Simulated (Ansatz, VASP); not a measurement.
# MgSi3N: VASP beside Ansatz

```
Mg Si N
1.0
     4.19795    0.00000    0.00000
     0.00000    4.19795    0.00000
     0.00000    0.00000    4.06951
Mg Si N
1 3 1
Cartesian
  0.0000 0.0000 4.0247
  0.0000 2.0990 1.9486
  2.0990 0.0000 1.9486
  2.0990 2.0990 0.5285
  2.0990 2.0990 2.8327
```

Change from the starting cell: species swapped into the PrBPt3 type (P4mm, No. 99).

Alike in both runs: functional PBE; k mesh 10 × 10 × 10; occupations gaussian, width 0.1 eV; no spin polarisation.

Ansatz relaxed the structure, and its values are those at the end. VASP's run is a single point on that final structure, the one shown.

|  | VASP | Ansatz |
| --- | --- | --- |
| version | VASP 6.6.1 | Ansatz 0.2.0 |
| potentials or method | VASP PAW PBE potentials, release 64 (Mg, Si, N), cutoff 520 eV | scalar-relativistic, plane waves, PAW |
| valence electrons in the cell | 19 | 27 |

|  | VASP | Ansatz | Ansatz less VASP |
| --- | --- | --- | --- |
| gap on the k mesh at the Fermi level (eV) | none | none | - |
| pressure (GPa) | -0.1 | 0.0 | +0.12 |

A gap of «none» marks a metal or a gap that the smearing closes. With one functional, cell and mesh, what is left measures potentials, basis and numerics. VASP's potentials hold 19 valence electrons a cell and Ansatz's 27, so a difference there can come from the potentials and not from the codes.
